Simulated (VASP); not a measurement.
Write the native input for VASP 6.6.1 that does the following.

| Item | Value |
| --- | --- |
| Task | electric field gradients |
| Functional | PBEsol |
| Potentials or basis | VASP PAW PBE potentials, release 64 (Cd) |
| Cutoff | 520 eV |
| k mesh | 10 × 10 × 10 |
| Occupations | methfessel-paxton, width 0.15 eV |
| Spin | no spin polarisation |
| Dipole correction | no |
| Further INCAR settings | ALGO = Fast; EDIFF = 1e-08; NBANDS = 12 |

The structure of Cd lies in POSCAR:

```
Cd
1.0
   -1.7843220000      1.7843220000      1.7843220000
    1.7843220000     -1.7843220000      1.7843220000
    1.7843220000      1.7843220000     -1.7843220000
Cd
1
Direct
    0.0000000000      0.0000000000      0.0000000000
```

The input as run:

INCAR

```
PREC = Accurate ; ENCUT = 520
EDIFF = 1E-8 ; ISMEAR = 1
SIGMA = 0.15 ; LREAL = F
LASPH = T ; NELM = 100
ALGO = Fast ; ISIF = 2
LWAVE = F ; LCHARG = F
GGA = PS ; LEFG = T
NBANDS = 12
```

KPOINTS

```
regular mesh
0
Gamma
  10 10 10
```

Potentials or basis: VASP PAW PBE potentials, release 64 (Cd).

Run with:

```bash
$ cat potpaw_PBE.64/Cd/POTCAR > POTCAR
$ mpirun -np 1 vasp_std > vasp.out
```

It gave:

| Quantity | Value |
| --- | --- |
| Pressure | -2.6 GPa |
| Band gap on the k mesh | zero (band 6 reaches 5.81 eV, above the bottom of band 7 at 1.44 eV) |

Caveat: without QUAD_EFG the Cq values of the log hold for a quadrupole moment of 1 mb, not for the nuclei; the PAW data sets were made with another functional, which shifts forces and pressure a little.

Run time: 7.1 s on 1 thread of Intel(R) Xeon(R) Platinum 8488C (Sapphire Rapids) (shared host), peak memory 0.14 GiB.
